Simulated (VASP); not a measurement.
# Si (R-3m) in VASP: single point with PBE

Aim: the single point of Si with PBE.

Everything below comes from runs of VASP 6.6.1. Logs are shortened: lines on timing, memory, paths and dates and some standing lists are left out, and cuts for length are marked.

## (1) The cell of the first run

The structure is trigonal, space group R-3m (No. 166). Conventional cell: a = 6.566 Å, b = 6.566 Å, c = 18.720 Å, α = 90.00°, β = 90.00°, γ = 120.00°. Si (site symmetry m) has 6 Si at 2.42 to 2.75 Å within 3.2 Å. Si (site symmetry m) has 7 Si at 2.47 to 2.75 Å within 3.3 Å.

## (2) Single point, PBE

File INCAR:

```
SYSTEM = Si
ALGO = Normal ; EDIFF = 1E-6
ENCUT = 520 ; GGA = PE
ISIF = 2 ; ISMEAR = 0
LASPH = .True. ; LCHARG = .True.
LELF = .True. ; LREAL = .False.
LVHAR = .True. ; LWAVE = .False.
NBANDS = 36 ; NELM = 100
PREC = Accurate ; SIGMA = 0.1
```

File KPOINTS:

```
k-points
0
Gamma
  3 3 3
  0 0 0
```

File POSCAR:

```
Si
1.0
    3.2831573216      1.8955317634      6.2399645744
   -3.2831573216      1.8955317634      6.2399645744
    0.0000000000     -3.7910635268      6.2399645744
Si
12
Direct
    0.0248729084      0.6330731460      0.0248729084
    0.0248729084      0.0248729084      0.6330731460
    0.6330731460      0.0248729084      0.0248729084
    0.9751270916      0.3669268540      0.9751270916
    0.3669268540      0.9751270916      0.9751270916
    0.9751270916      0.9751270916      0.3669268540
    0.2415240211      0.6182769106      0.2415240211
    0.2415240211      0.2415240211      0.6182769106
    0.6182769106      0.2415240211      0.2415240211
    0.7584759789      0.3817230894      0.7584759789
    0.3817230894      0.7584759789      0.7584759789
    0.7584759789      0.7584759789      0.3817230894
```

Potentials or basis: VASP PAW PBE potentials, release 64 (Si).

Run with:

```console
> cat potpaw_PBE.64/Si/POTCAR > POTCAR
> mpirun -np 1 vasp_std > vasp.out
```

OUTCAR:

```text
SYSTEM = Si
   EDIFF = 1E-6
   ENCUT = 520
   GGA = PE
   ISIF = 2
   ISMEAR = 0
   LASPH = .True.
   LREAL = .False.
   NELM = 100
   PREC = Accurate

 ion  position               nearest neighbor table
   1  0.025  0.633  0.025-   4 2.42  11 2.47  12 2.47   2 2.57   3 2.57   7 2.75
   2  0.025  0.025  0.633-   6 2.42  10 2.47  11 2.47   3 2.57   1 2.57   8 2.75
   3  0.633  0.025  0.025-   5 2.42  10 2.47  12 2.47   2 2.57   1 2.57   9 2.75
   4  0.975  0.367  0.975-   1 2.42   9 2.47   8 2.47   6 2.57   5 2.57  10 2.75
   5  0.367  0.975  0.975-   3 2.42   7 2.47   8 2.47   6 2.57   4 2.57  11 2.75
   6  0.975  0.975  0.367-   2 2.42   7 2.47   9 2.47   4 2.57   5 2.57  12 2.75
   7  0.242  0.618  0.242-   5 2.47   6 2.47   8 2.47   9 2.47  11 2.68  12 2.68   1 2.75
   8  0.242  0.242  0.618-   4 2.47   5 2.47   7 2.47   9 2.47  10 2.68  11 2.68   2 2.75
   9  0.618  0.242  0.242-   4 2.47   6 2.47   8 2.47   7 2.47  10 2.68  12 2.68   3 2.75
  10  0.758  0.382  0.758-   3 2.47   2 2.47  12 2.47  11 2.47   9 2.68   8 2.68   4 2.75
  11  0.382  0.758  0.758-   1 2.47   2 2.47  12 2.47  10 2.47   7 2.68   8 2.68   5 2.75
  12  0.758  0.758  0.382-   1 2.47   3 2.47  10 2.47  11 2.47   7 2.68   9 2.68   6 2.75

  LATTYP: Found a trigonal (rhomboedric) cell.
 ALAT       =     7.3013232057
 COS(alpha) =     0.5956008486

  Lattice vectors:

 A1 = (   3.2831573216,   1.8955317634,   6.2399645744)
 A2 = (  -3.2831573216,   1.8955317634,   6.2399645744)
 A3 = (   0.0000000000,  -3.7910635268,   6.2399645744)

Analysis of symmetry for initial positions (statically):
=====================================================================
 Subroutine PRICEL returns:
 Original cell was already a primitive cell.

 Routine SETGRP: Setting up the symmetry group for a
 trigonal (rhombohedral) supercell.

 Subroutine GETGRP returns: Found 12 space group operations
 (whereof 12 operations were pure point group operations)
 out of a pool of 12 trial point group operations.

The static configuration has the point symmetry D_3d.

Analysis of symmetry for dynamics (positions and initial velocities):
=====================================================================
 Subroutine PRICEL returns:
 Original cell was already a primitive cell.

 Routine SETGRP: Setting up the symmetry group for a
 trigonal (rhombohedral) supercell.

 Subroutine GETGRP returns: Found 12 space group operations
 (whereof 12 operations were pure point group operations)
 out of a pool of 12 trial point group operations.

The dynamic configuration has the point symmetry D_3d.

 Subroutine INISYM returns: Found 12 space group operations
 (whereof 12 operations are pure point group operations),
[... 112 lines left out ...]
   ISMEAR =     0;   SIGMA  =   0.10  broadening in eV -4-tet -1-fermi 0-gaus
   EFERMI_NEDOS =   21; number of points for ismear=-14 and -15
   IALGO  =     38    algorithm
   IMIX   =      4    mixing-type and parameters
     AMIX     =   0.40;   BMIX     =  1.00
     AMIX_MAG =   1.60;   BMIX_MAG =  1.00
  volume/ion in A,a.u.               =      19.42       131.03
  Fermi-wavevector in a.u.,A,eV,Ry     =   0.966874  1.827127 12.719342  0.934845
  Thomas-Fermi vector in A             =   2.096712
   LORBIT       =      0    0 simple, 1 ext, 2 COOP (PROOUT), +10 PAW based schemes
   GGA     = PE    functional components
   LHFCALC =     F    Hartree Fock is set to
   AEXX    =    0.0000 exact exchange contribution
   IVDW    =     0    specifies the selected vdW correction
   LEPSILON=     F    determine dielectric tensor
   LRPA    =     F    only Hartree local field effects (RPA)
 non-spin polarized calculation
 Gauss-broadening in eV      SIGMA  =   0.10
  energy-cutoff  :      520.00
  volume of cell :      233.00
 maximum number of plane-waves:      6284
 NGX is ok and might be reduce to    54
   NGX = 27   NGY = 27   NGZ = 27

 number of electron      47.9999999 magnetization

 Free energy of the ion-electron system (eV)
  ---------------------------------------------------
  ext. energy  EPLUGINS =         0.00000000
  ---------------------------------------------------
  free energy    TOTEN  =       -58.01998372 eV

  energy without entropy =      -58.00558546  energy(sigma->0) =      -58.01278459

 E-fermi :   6.6463     XC(G=0):  -9.6053

 val. band max:        6.6420841612   @ k =  -0.3333   0.3333   0.3333
 cond. band min:       6.8450012146   @ k =   0.0000   0.0000   0.0000
 fundamental gap:      0.2029170533
 Fermi energy:         6.6463207310

 k-point     1 :       0.0000    0.0000    0.0000
  band No.  band energies     occupation
      1      -6.6048      2.00000
      2      -4.0124      2.00000
      3      -2.9915      2.00000
      4      -2.8920      2.00000
      5      -2.8920      2.00000
      6      -1.8470      2.00000
[... 223 lines left out ...]
     35      10.0391      0.00000
     36      10.5538      0.00000

------------------------ aborting loop because EDIFF is reached ----------------------------------------

  FORCE on cell =-STRESS in cart. coord.  units (eV):
  Direction    XX          YY          ZZ          XY          YZ          ZX
  --------------------------------------------------------------------------------------
  -------------------------------------------------------------------------------------
  Total       -0.0842092     -0.0842092      0.0041508      0.0000000     -0.0000000     -0.0000000
  in kB       -0.5790474     -0.5790474      0.0285420      0.0000000     -0.0000000     -0.0000000
  external PRESSURE =      -0.3765176 kB  Pullay stress =       0.0000000 kB

 VOLUME and BASIS-vectors are now :
 -----------------------------------------------------------------------------
  energy-cutoff  :      520.00
  volume of cell :      233.00
      direct lattice vectors                 reciprocal lattice vectors
     3.283157322  1.895531763  6.239964574     0.152292428  0.087926074  0.053419107
    -3.283157322  1.895531763  6.239964574    -0.152292428  0.087926074  0.053419107
     0.000000000 -3.791063527  6.239964574     0.000000000 -0.175852149  0.053419107

 POSITION                                       TOTAL-FORCE (eV/Angst)
 -----------------------------------------------------------------------------------
     -1.99682      1.15286      4.26077        -0.012769      0.007372     -0.013583
      0.00000     -2.30573      4.26077        -0.000000     -0.014744     -0.013583
      1.99682      1.15286      4.26077         0.012769      0.007372     -0.013583
      1.99682     -1.15286     14.45913         0.012769     -0.007372      0.013583
     -1.99682     -1.15286     14.45913        -0.012769     -0.007372      0.013583
      0.00000      2.30573     14.45913        -0.000000      0.014744      0.013583
     -1.23694      0.71415      6.87223        -0.018278      0.010553      0.010673
      0.00000     -1.42829      6.87223        -0.000000     -0.021106      0.010673
      1.23694      0.71415      6.87223         0.018278      0.010553      0.010673
      1.23694     -0.71415     11.84767         0.018278     -0.010553     -0.010673
     -1.23694     -0.71415     11.84767        -0.018278     -0.010553     -0.010673
      0.00000      1.42829     11.84767        -0.000000      0.021106     -0.010673
 -----------------------------------------------------------------------------------
    total drift:                                0.000000      0.000000     -0.000000

  FREE ENERGIE OF THE ION-ELECTRON SYSTEM (eV)
  ---------------------------------------------------
  free  energy   TOTEN  =       -58.0199837157 eV

  energy  without entropy=      -58.0055854640  energy(sigma->0) =      -58.01278459
```

Wall time 68 s (1 thread of AMD EPYC 7R13 (Zen 3), shared host); peak memory 0.34 GiB.

What came out:

- Free energy: -58.0200 eV
- Pressure: 0.0 GPa
- Largest force: 0.024 eV/Å
- Band gap on the k mesh: zero (bands 24 and 25 overlap by 0.59 eV)

Forces in eV/Å, atoms in the order of the input:
```
Si  -0.013  0.007 -0.014
Si   0.000 -0.015 -0.014
Si   0.013  0.007 -0.014
Si   0.013 -0.007  0.014
Si  -0.013 -0.007  0.014
Si   0.000  0.015  0.014
Si  -0.018  0.011  0.011
Si   0.000 -0.021  0.011
Si   0.018  0.011  0.011
Si   0.018 -0.011 -0.011
Si  -0.018 -0.011 -0.011
Si   0.000  0.021 -0.011
```

Caveat: the k points lie up to 0.38 Å⁻¹ apart, too coarse for converged energies and pressures of a metal; semilocal functionals underestimate gaps, so a narrow gap can read as zero.
